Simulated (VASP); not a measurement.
Write the native input for VASP 6.6.1 that does the following.

```
Task                   : single point
Functional             : PBEsol
Potentials or basis    : VASP PAW PBE potentials, release 64 (In_d, Sb)
Cutoff                 : 520 eV
k mesh                 : 12 × 12 × 6
Occupations            : methfessel-paxton, width 0.5 eV
Spin                   : no spin polarisation
Dipole correction      : no
Further INCAR settings : ALGO = Fast; EDIFF = 1e-06; NBANDS = 40
```

The structure of In2Sb lies in POSCAR:

```
In2Sb
1.0
    5.3799042018      0.0000000000      0.0000000000
   -2.6899521009      4.6591337087      0.0000000000
    0.0000000000      0.0000000000      6.7225520000
In Sb
4 2
Direct
    0.6666666667      0.3333333333      0.2500000000
    0.3333333333      0.6666666667      0.7500000000
    0.0000000000      0.0000000000      0.5000000000
    0.0000000000      0.0000000000      0.0000000000
    0.6666666667      0.3333333333      0.7500000000
    0.3333333333      0.6666666667      0.2500000000
```

The input as run:

INCAR

```
PREC = Accurate
ENCUT = 520
EDIFF = 1E-6
ISMEAR = 1
SIGMA = 0.5
LREAL = F
LASPH = T
NELM = 80
ALGO = Fast
ISIF = 2
LWAVE = F
LCHARG = F
GGA = PS
NBANDS = 40
```

KPOINTS

```
regular mesh
0
Gamma
  12 12 6
```

Potentials or basis: VASP PAW PBE potentials, release 64 (In_d, Sb).

Command:

```bash
$ cat potpaw_PBE.64/In_d/POTCAR potpaw_PBE.64/Sb/POTCAR > POTCAR
$ mpirun -np 1 vasp_std > vasp.out
```

It gave:

| Item | Value |
| --- | --- |
| Pressure | -2.6 GPa |
| Band gap on the k mesh | zero (bands 31 and 32 overlap by 2.07 eV) |

Caveat: the PAW data sets were made with another functional, which shifts forces and pressure a little; spin-orbit coupling is left out, which moves the levels of the heavy elements.

Run time: 5.5 min on 1 thread of AMD EPYC 9R45 96-Core Processor (Zen 5) (shared host), peak memory 0.51 GiB.
